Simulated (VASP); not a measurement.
A run of VASP 6.6.1 is set up as follows.

The input POSCAR:

```
Sc3BN4
1.0
    3.4212626984      0.0000000000      0.0000000000
   -1.7106313492      2.9629004099      0.0000000000
    0.0000000000      0.0000000000     10.1907630837
B Sc N
1 3 4
Direct
    0.3333333333      0.6666666667      0.0222224799
    0.3333333333      0.6666666667      0.4894999743
    0.6666666667      0.3333333333      0.2137455455
    0.6666666667      0.3333333333      0.7660777369
    0.3333333333      0.6666666667      0.1628560513
    0.3333333333      0.6666666667      0.6969516161
    0.6666666667      0.3333333333      0.4225837941
    0.6666666667      0.3333333333      0.9760628019
```

The input INCAR.step1:

```
SYSTEM = Sc3BN4
PREC     = Accurate       ! precision mode
ENCUT    = 520            ! plane-wave cutoff, eV
ISMEAR   = 0              ! smearing method
SIGMA    = 0.01           ! smearing width, eV
LREAL    = .False.        ! projectors in reciprocal space
LASPH    = .True.         ! aspherical terms in the spheres
NELM     = 100            ! most SCF steps
NBANDS   = 38             ! bands
GGA      = PE             ! functional
ALGO     = Normal         ! electronic algorithm
EDIFF    = 1E-4           ! SCF threshold, eV
LWAVE    = .True.         ! write WAVECAR
LCHARG   = .False.        ! write CHGCAR
```

Contents of INCAR.step2:

```
SYSTEM = Sc3BN4
PREC     = Accurate       ! precision mode
ENCUT    = 520            ! plane-wave cutoff, eV
EDIFF    = 1E-6           ! SCF threshold, eV
ISMEAR   = 0              ! smearing method
SIGMA    = 0.01           ! smearing width, eV
LREAL    = .False.        ! projectors in reciprocal space
LASPH    = .True.         ! aspherical terms in the spheres
NELM     = 100            ! most SCF steps
ALGO     = Normal         ! electronic algorithm
ISIF     = 2              ! what is computed and relaxed
LWAVE    = .False.        ! write WAVECAR
LCHARG   = .False.        ! write CHGCAR
METAGGA  = R2SCAN         ! meta-GGA
LMIXTAU  = .True.       
NBANDS   = 38             ! bands
ISTART   = 1
```

KPOINTS

```
regular mesh
0
Gamma
  9 9 2
  0 0 0
```

Potentials or basis: VASP PAW PBE potentials, release 64 (B, Sc_sv, N).

Command:

```bash
$ cat potpaw_PBE.64/B/POTCAR potpaw_PBE.64/Sc_sv/POTCAR potpaw_PBE.64/N/POTCAR > POTCAR
$ cp INCAR.step1 INCAR
$ mpirun -np 1 vasp_std > vasp.out
$ cp INCAR.step2 INCAR
$ mpirun -np 1 vasp_std > vasp.out
```

Q: Estimate the largest force.

A: 0.408 eV/Å.

Q: What does it give for the band gap on the k mesh?

A: 1.93 eV, indirect (least direct gap 2.22 eV).

Forces in eV/Å, atoms in the order of the input:
```
B    0.000  0.000  0.408
Sc   0.000  0.000  0.007
Sc   0.000  0.000 -0.038
Sc   0.000  0.000  0.002
N    0.000  0.000 -0.345
N    0.000  0.000  0.000
N    0.000  0.000 -0.012
N    0.000  0.000 -0.023
```

Caveat: the PAW data sets were made with another functional, which shifts forces and pressure a little. A k mesh can miss the band edges.
